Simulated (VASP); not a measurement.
# Ga8AsP7 (P1) in VASP: single point with PBEsol

Aim: the single point of Ga8AsP7 with PBEsol.

Program: VASP 6.6.1. These are calculated values, not measurements. Logs are shortened: lines on timing, memory, paths and dates and some standing lists are left out, and cuts for length are marked.

### Step 1. The cell of the first run

The typed cell holds 64 atoms: a = 10.931 Å, b = 10.931 Å, c = 10.931 Å, α = 90.00°, β = 90.00°, γ = 90.00°.

### Step 2. Single point, PBEsol

The input, INCAR:

```
SYSTEM = Ga8AsP7
  ALGO = Normal
  EDIFF = 1E-6
  ENCUT = 500
  GGA = PS
  GGA_COMPAT = .False.
  ISIF = 2
  ISMEAR = -1
  ISYM = -1
  LASPH = .True.
  LCHARG = .True.
  LELF = .True.
  LREAL = Auto
  LVHAR = .True.
  LWAVE = .False.
  NBANDS = 326
  NELM = 120
  PREC = Accurate
  SIGMA = 0.05
```

The input, KPOINTS:

```
explicit points
1
Reciprocal
  0.25000000   0.25000000   0.25000000 1
```

The input, POSCAR:

```
Ga8AsP7
1.0
   10.9305151953      0.0000000000      0.0000000000
    0.0000000000     10.9305151953      0.0000000000
    0.0000000000      0.0000000000     10.9305151953
Ga P As
32 28 4
Direct
    0.0005480000      0.9996350000      0.9995970000
    0.9997600000      0.0003990000      0.4992970000
    0.0031610000      0.4974140000      0.0037660000
    0.9973620000      0.5039600000      0.5026340000
    0.4997190000      0.0004280000      0.0009600000
    0.5006220000      0.9993660000      0.4995180000
    0.4973170000      0.5039920000      0.0030850000
    0.5029690000      0.5035370000      0.4963320000
    0.2504210000      0.2500500000      0.9999630000
    0.2496830000      0.2436330000      0.4997690000
    0.2497410000      0.7518570000      0.0001440000
    0.2504580000      0.7507620000      0.4997130000
    0.7535990000      0.2470350000      0.0032250000
    0.7500320000      0.2500130000      0.4993630000
    0.7470660000      0.7540340000      0.0032420000
    0.7504380000      0.7520950000      0.4994570000
    0.2501180000      0.9998900000      0.2494270000
    0.2501410000      0.9996690000      0.7504340000
    0.2534860000      0.5037900000      0.2477750000
    0.2470940000      0.5038960000      0.7535080000
    0.7495170000      0.0000190000      0.2509320000
    0.7507320000      0.9999540000      0.7501600000
    0.7504850000      0.5006900000      0.2497570000
    0.7495410000      0.5005370000      0.7433850000
    0.9969520000      0.2464350000      0.2472730000
    0.0001330000      0.2504950000      0.7502100000
    0.0001870000      0.7508850000      0.2503150000
    0.0032500000      0.7551230000      0.7475360000
    0.5002470000      0.2507230000      0.2500890000
    0.5003980000      0.2429850000      0.7507440000
    0.5000700000      0.7518570000      0.2507450000
    0.5000200000      0.7510790000      0.7500890000
    0.1250990000      0.1242660000      0.1241040000
    0.1240430000      0.1231690000      0.6260040000
    0.1259030000      0.6267140000      0.1251490000
    0.1250280000      0.6273340000      0.6248880000
    0.6251190000      0.1245250000      0.1259410000
    0.6260540000      0.1231810000      0.6238930000
    0.6242260000      0.6266720000      0.1268490000
    0.6248430000      0.6277310000      0.6229110000
    0.3749200000      0.3752990000      0.1248820000
    0.3751350000      0.8752620000      0.1251140000
    0.3750160000      0.8755480000      0.6247500000
    0.8750340000      0.3745280000      0.1259970000
    0.8750800000      0.3744290000      0.6236910000
    0.8750980000      0.8764800000      0.1259950000
    0.8751760000      0.8764500000      0.6240100000
    0.3760490000      0.1233500000      0.3739120000
    0.3740210000      0.1230250000      0.8760450000
    0.3758190000      0.6272860000      0.3742540000
    0.3743290000      0.6275840000      0.8758800000
    0.8740000000      0.1241970000      0.3748310000
    0.8760600000      0.1242430000      0.8749700000
    0.8741470000      0.6265800000      0.3747460000
    0.1250020000      0.3744920000      0.8758420000
    0.1251930000      0.8756130000      0.3749160000
    0.1259700000      0.8762250000      0.8752820000
    0.6260460000      0.3754530000      0.3739100000
    0.6250740000      0.8754140000      0.3747520000
    0.6241210000      0.8765600000      0.8751120000
    0.3752550000      0.3752000000      0.6251570000
    0.8757250000      0.6261770000      0.8750530000
    0.1242940000      0.3752680000      0.3741060000
    0.6251480000      0.3747160000      0.8759810000
```

Potentials or basis: VASP PAW PBE potentials, release 64 (Ga_d, P, As).

The run is started by

```sh
cat potpaw_PBE.64/Ga_d/POTCAR potpaw_PBE.64/P/POTCAR potpaw_PBE.64/As/POTCAR > POTCAR
mpirun -np 1 vasp_std > vasp.out
```

OUTCAR:

```text
SYSTEM = Ga8AsP7
   EDIFF = 1E-6
   ENCUT = 500
   GGA = PS
   ISIF = 2
   ISMEAR = -1
   ISYM = -1
   LASPH = .True.
   LREAL = Auto
   NELM = 120
   PREC = Accurate

 ion  position               nearest neighbor table
   1  0.001  1.000  1.000-  57 2.35  33 2.36  53 2.36  46 2.37
   2  1.000  0.000  0.499-  47 2.36  34 2.36  52 2.36  56 2.36
   3  0.003  0.497  0.004-  55 2.35  44 2.36  35 2.36  62 2.43
   4  0.997  0.504  0.503-  45 2.35  36 2.36  54 2.36  63 2.42
   5  0.500  0.000  0.001-  49 2.36  42 2.36  60 2.36  37 2.36
   6  0.501  0.999  0.500-  59 2.35  38 2.36  48 2.36  43 2.36
[... 56 lines left out ...]
  63  0.124  0.375  0.374-  10 2.42  25 2.42  19 2.42   4 2.42
  64  0.625  0.375  0.876-  30 2.41  24 2.42  13 2.42   7 2.42

IMPORTANT INFORMATION: All symmetrisations will be switched off!
NOSYMM: (Re-)initialisation of all symmetry stuff for point group C_1.

----------------------------------------------------------------------------------------

                                     Primitive cell

  volume of cell :    1305.9360

  direct lattice vectors                    reciprocal lattice vectors
    10.930515195  0.000000000  0.000000000     0.091486996  0.000000000  0.000000000
     0.000000000 10.930515195  0.000000000     0.000000000  0.091486996  0.000000000
     0.000000000  0.000000000 10.930515195     0.000000000  0.000000000  0.091486996

  length of vectors
    10.930515195 10.930515195 10.930515195     0.091486996  0.091486996  0.091486996

  position of ions in fractional coordinates (direct lattice)
     0.000548000  0.999635000  0.999597000
     0.999760000  0.000399000  0.499297000
     0.003161000  0.497414000  0.003766000
     0.997362000  0.503960000  0.502634000
     0.499719000  0.000428000  0.000960000
     0.500622000  0.999366000  0.499518000
[... 56 lines left out ...]
     0.124294000  0.375268000  0.374106000
     0.625148000  0.374716000  0.875981000

  ion indices of the primitive-cell ions
   primitive index   ion index
                 1           1
                 2           2
                 3           3
                 4           4
                 5           5
                 6           6
[... 56 lines left out ...]
                63          63
                64          64

----------------------------------------------------------------------------------------

 KPOINTS: explicit points

Read explicit list of k-points.

 Found      1 k-points:

 Following reciprocal coordinates:
            Coordinates               Weight
  0.250000  0.250000  0.250000      1.000000
   k-points           NKPTS =      1   k-points in BZ     NKDIM =      1   number of bands    NBANDS=    326
   number of dos      NEDOS =    301   number of ions     NIONS =     64
   total plane-waves  NPLWV = 512000
   dimension x,y,z NGX =    80 NGY =   80 NGZ =   80
   dimension x,y,z NGXF=   160 NGYF=  160 NGZF=  160
   ions per type =              32  28   4
   NGX,Y,Z   is equivalent  to a cutoff of  12.17, 12.17, 12.17 a.u.
   NGXF,Y,Z  is equivalent  to a cutoff of  24.33, 24.33, 24.33 a.u.
 SYSTEM =  Ga8AsP7
   PREC   = accura    normal or accurate (medium, high low for compatibility)
   ISTART =      0    job   : 0-new  1-cont  2-samecut
   ICHARG =      2    charge: 1-file 2-atom 10-const
   ISPIN  =      1    spin polarized calculation?
   LNONCOLLINEAR =      F non collinear calculations
   LSORBIT =      F    spin-orbit coupling
   LASPH  =      T    aspherical Exc in radial PAW
   ENCUT  =  500.0 eV  36.75 Ry    6.06 a.u.  19.93 19.93 19.93*2*pi/ulx,y,z
   NELM   =    120;   NELMIN=  2; NELMDL= -5     # of ELM steps
   EDIFF  = 0.1E-05   stopping-criterion for ELM
   LREAL  =      T    real-space projection
   EDIFFG = 0.1E-04   stopping-criterion for IOM
   NSW    =      0    number of steps for IOM
   IBRION =     -1    ionic relax: 0-MD 1-quasi-New 2-CG
   NFREE  =      0    steps in history (QN), initial steepest desc. (CG)
   ISIF   =      2    stress and relaxation
   ISYM   =     -1    0-nonsym 1-usesym 2-fastsym
   POTIM  = 0.5000    time-step for ionic-motion
   TEBEG  =    0.0;   TEEND  =   0.0 temperature during run
   PSTRESS=    0.0 pullay stress
   NELECT =     576.0000    total number of electrons
   NUPDOWN=      -1.0000    fix difference up-down
   EMIN   =  10.00;   EMAX   =-10.00  energy-range for DOS
   EFERMI =   0.00;   METHOD = LEGACY
   ISMEAR =    -1;   SIGMA  =   0.05  broadening in eV -4-tet -1-fermi 0-gaus
   EFERMI_NEDOS =   21; number of points for ismear=-14 and -15
   IALGO  =     38    algorithm
   IMIX   =      4    mixing-type and parameters
     AMIX     =   0.40;   BMIX     =  1.00
     AMIX_MAG =   1.60;   BMIX_MAG =  1.00
  volume/ion in A,a.u.               =      20.41       137.70
  Fermi-wavevector in a.u.,A,eV,Ry     =   1.246163  2.354908 21.128806  1.552923
  Thomas-Fermi vector in A             =   2.380353
   LORBIT       =      0    0 simple, 1 ext, 2 COOP (PROOUT), +10 PAW based schemes
   GGA     = PS    functional components
   LHFCALC =     F    Hartree Fock is set to
   AEXX    =    0.0000 exact exchange contribution
   IVDW    =     0    specifies the selected vdW correction
   LEPSILON=     F    determine dielectric tensor
   LRPA    =     F    only Hartree local field effects (RPA)
 non-spin polarized calculation
  energy-cutoff  :      500.00
  volume of cell :     1305.94
 maximum number of plane-waves:     33149
 NGX is ok and might be reduce to    80
   NGX = 39   NGY = 39   NGZ = 39

 number of electron     576.0000333 magnetization

 Free energy of the ion-electron system (eV)
  ---------------------------------------------------
  ext. energy  EPLUGINS =         0.00000000
  ---------------------------------------------------
  free energy    TOTEN  =      -314.00168579 eV

  energy without entropy =     -314.00168573  energy(sigma->0) =     -314.00168576

 E-fermi :   5.2386     XC(G=0): -10.0165

 val. band max:        4.3063038029   @ k =   0.2500   0.2500   0.2500
 cond. band min:       6.1525195621   @ k =   0.2500   0.2500   0.2500
 fundamental gap:      1.8462157592
 Fermi energy:         5.2385831236

 k-point     1 :       0.2500    0.2500    0.2500
  band No.  band energies     occupation
      1     -10.1799      2.00000
      2     -10.1762      2.00000
      3     -10.1736      2.00000
      4     -10.1729      2.00000
      5     -10.1705      2.00000
      6     -10.1673      2.00000
[... 292 lines left out ...]
    299       6.9818      0.00000
    300       7.0974      0.00000
 [bands above 300 left out]

------------------------ aborting loop because EDIFF is reached ----------------------------------------

  FORCE on cell =-STRESS in cart. coord.  units (eV):
  Direction    XX          YY          ZZ          XY          YZ          ZX
  --------------------------------------------------------------------------------------
  -------------------------------------------------------------------------------------
  Total       -0.4868150     -0.3946898     -0.4429856     -6.0621697     -6.0805616     -6.0837254
  in kB       -0.5972452     -0.4842221     -0.5434734     -7.4373253     -7.4598892     -7.4637707
  external PRESSURE =      -0.5416469 kB  Pullay stress =       0.0000000 kB

 VOLUME and BASIS-vectors are now :
 -----------------------------------------------------------------------------
  energy-cutoff  :      500.00
  volume of cell :     1305.94
      direct lattice vectors                 reciprocal lattice vectors
    10.930515195  0.000000000  0.000000000     0.091486996  0.000000000  0.000000000
     0.000000000 10.930515195  0.000000000     0.000000000  0.091486996  0.000000000
     0.000000000  0.000000000 10.930515195     0.000000000  0.000000000  0.091486996

 POSITION                                       TOTAL-FORCE (eV/Angst)
 -----------------------------------------------------------------------------------
      0.00599     10.92653     10.92611         0.009139      0.002758      0.004728
     10.92789      0.00436      5.45757        -0.006238      0.005192      0.017307
      0.03455      5.43699      0.04116         0.007673     -0.022432      0.022116
     10.90168      5.50854      5.49405        -0.011293      0.002954      0.004687
      5.46219      0.00468      0.01049         0.000040     -0.004761     -0.011740
      5.47206     10.92359      5.45999         0.003137     -0.001637     -0.004551
[... 56 lines left out ...]
      1.35860      4.10187      4.08917        -0.015965     -0.001955     -0.011628
      6.83319      4.09584      9.57492        -0.002751     -0.010352      0.005376
 -----------------------------------------------------------------------------------
    total drift:                                0.006787      0.038232     -0.009417

  FREE ENERGIE OF THE ION-ELECTRON SYSTEM (eV)
  ---------------------------------------------------
  free  energy   TOTEN  =      -314.0016857947 eV

  energy  without entropy=     -314.0016857340  energy(sigma->0) =     -314.00168576
```

It took 23 min on 1 thread of AMD EPYC 7R43 (Zen 3), shared host; peak memory 1.1 GiB.

What came out:

```yaml
Free_energy: -314.0017 eV
Pressure: -0.1 GPa
Largest_force: 0.032 eV/Å
Band_gap_on_the_k_mesh: 1.85 eV
```

Forces in eV/Å, atoms in the order of the input:
```
Ga   0.009  0.003  0.005
Ga  -0.006  0.005  0.017
Ga   0.008 -0.022  0.022
Ga  -0.011  0.003  0.005
Ga   0.000 -0.005 -0.012
Ga   0.003 -0.002 -0.005
Ga  -0.009  0.009  0.006
Ga   0.023  0.019 -0.013
Ga   0.005 -0.005 -0.004
Ga   0.004 -0.026  0.000
Ga   0.015 -0.001  0.002
Ga   0.010  0.001 -0.005
Ga   0.012  0.007  0.012
Ga   0.006  0.002  0.001
Ga  -0.019  0.007  0.015
Ga  -0.014 -0.004 -0.004
Ga   0.015  0.000  0.006
Ga   0.000  0.000  0.011
Ga   0.005  0.011 -0.015
Ga  -0.011  0.003  0.015
Ga   0.003  0.004 -0.003
Ga  -0.002  0.004 -0.005
Ga   0.004 -0.006  0.001
Ga  -0.006  0.000 -0.013
Ga  -0.017  0.001 -0.006
Ga  -0.001  0.000 -0.005
Ga  -0.001 -0.006 -0.001
Ga   0.019  0.014 -0.014
Ga   0.004 -0.001 -0.001
Ga  -0.008 -0.018  0.002
Ga   0.002 -0.005 -0.004
Ga   0.003 -0.004 -0.002
P   -0.006 -0.002 -0.009
P   -0.012 -0.004 -0.001
P    0.002  0.008 -0.004
P    0.010  0.020  0.003
P   -0.010 -0.006  0.008
P    0.012 -0.014 -0.004
P   -0.003  0.003  0.011
P   -0.002  0.004 -0.004
P    0.010 -0.002  0.006
P   -0.020  0.004  0.002
P    0.000 -0.016  0.006
P    0.010 -0.009 -0.001
P    0.001 -0.017 -0.001
P    0.006 -0.004  0.000
P    0.005  0.008 -0.014
P    0.002 -0.018 -0.011
P   -0.004 -0.003  0.009
P    0.006  0.020 -0.002
P   -0.014  0.008  0.003
P   -0.002  0.002  0.003
P    0.007 -0.003 -0.005
P   -0.003  0.014  0.003
P    0.007  0.000  0.002
P   -0.004 -0.013 -0.008
P   -0.006  0.012 -0.013
P   -0.002 -0.004 -0.008
P   -0.002  0.000  0.017
P   -0.008  0.005 -0.001
As  -0.007  0.016  0.003
As   0.002  0.017  0.007
As  -0.016 -0.002 -0.012
As  -0.003 -0.010  0.005
```

Stress tensor (GPa, compression positive):
```
-0.06 -0.74 -0.75
-0.74 -0.05 -0.75
-0.75 -0.75 -0.05
```

Caveat: the PAW data sets were made with another functional, which shifts forces and pressure a little; a shifted mesh leaves out Γ, where band edges can lie.
